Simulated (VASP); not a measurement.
**O: single point with PBE+D3(BJ)**

System: O.

```
O
1.0
     7.87729    0.00000    0.00000
     0.00000    7.87729    0.00000
     0.00000    0.00000    7.87729
O
16
Direct
  0.98984 0.50252 0.09053
  0.09498 0.57020 0.99596
  0.36742 0.25070 0.20912
  0.32393 0.32874 0.07712
  0.13375 0.17060 0.70564
  0.14128 0.01176 0.69664
  0.97141 0.77977 0.42748
  0.04206 0.87619 0.31909
  0.72298 0.11603 0.02035
  0.86935 0.09592 0.02408
  0.32997 0.85328 0.92094
  0.47356 0.91793 0.91115
  0.68341 0.13891 0.38465
  0.81008 0.14148 0.47857
  0.47857 0.74665 0.43242
  0.38047 0.64809 0.35771
```

```yaml
Program: VASP 6.6.1
Task: single point
Functional: PBE
Dispersion: D3(BJ)
Potentials_or_basis: VASP PAW PBE potentials, release 64 (O_h)
Cutoff: 1000 eV
k_mesh: 1 × 1 × 1
Occupations: fermi-dirac, width 0.02 eV
Spin: collinear spin, ferromagnetic start
Starting_moments: "[1.0, 1.0, 1.0, 1.0, 1.0, 1.0, 1.0, 1.0, 1.0, 1.0, 1.0, 1.0, 1.0, 1.0, 1.0, 1.0] μB"
Dipole_correction: no
Further_INCAR_settings: LREAL = Auto; ALGO = Normal; EDIFF = 1e-06; NBANDS = 66
```

```
Pressure                                              : -1.0 GPa
Largest force                                         : 4.739 eV/Å
Net moment                                            : 16.00 μB per cell
Site moments                                          : O +0.62, +0.63, +0.61 (each value once) μB
Valence electrons inside the program's atomic spheres : O 3.30, 3.28, 3.29, 3.27, 3.35 (each value once)
Dispersion energy per atom                            : -0.024 eV
```

Forces in eV/Å, atoms in the order of the input:
```
O    0.703  0.493 -0.662
O   -0.885 -0.382  0.613
O   -0.650  1.091 -1.880
O    0.759 -1.247  1.915
O    0.111 -2.185 -0.130
O   -0.229  2.354 -0.028
O    1.355  1.814 -2.100
O   -1.339 -1.880  2.063
O   -4.528  0.750 -0.179
O    4.695 -0.633  0.123
O    1.534  0.489  0.084
O   -1.506 -0.720  0.046
O    1.240  0.022  0.995
O   -1.277  0.027 -0.864
O   -0.993 -0.991 -0.755
O    1.008  0.998  0.761
```

Stress tensor (GPa, compression positive):
```
 0.38 -1.15  0.15
-1.15 -1.81  0.71
 0.15  0.71 -1.57
```

Levels at points of the mesh, in eV from the Fermi level:
Spin up:
| k point | band 53 | band 54 | band 55 | band 56 | band 57 | band 58 | band 59 | band 60 |
| --- | --- | --- | --- | --- | --- | --- | --- | --- |
| (0.00, 0.00, 0.00) | -1.07 | -0.94 | -0.49 | -0.48 | 4.81 | 6.24 | 6.43 | 6.58 |
Spin down:
```
           k point  band 37  band 38  band 39  band 40  band 41  band 42  band 43  band 44
(0.00, 0.00, 0.00)    -5.20    -5.15    -5.10    -5.03     0.74     0.81     0.87     0.93
```

Run time: 7.1 min on 1 thread of Intel(R) Xeon(R) Platinum 8259CL CPU @ 2.50GHz (Skylake/Cascade Lake), on a shared host, peak memory 1.4 GiB.

Caveat: the k points lie up to 0.80 Å⁻¹ apart; the atoms stand as in a frame of molecular dynamics.
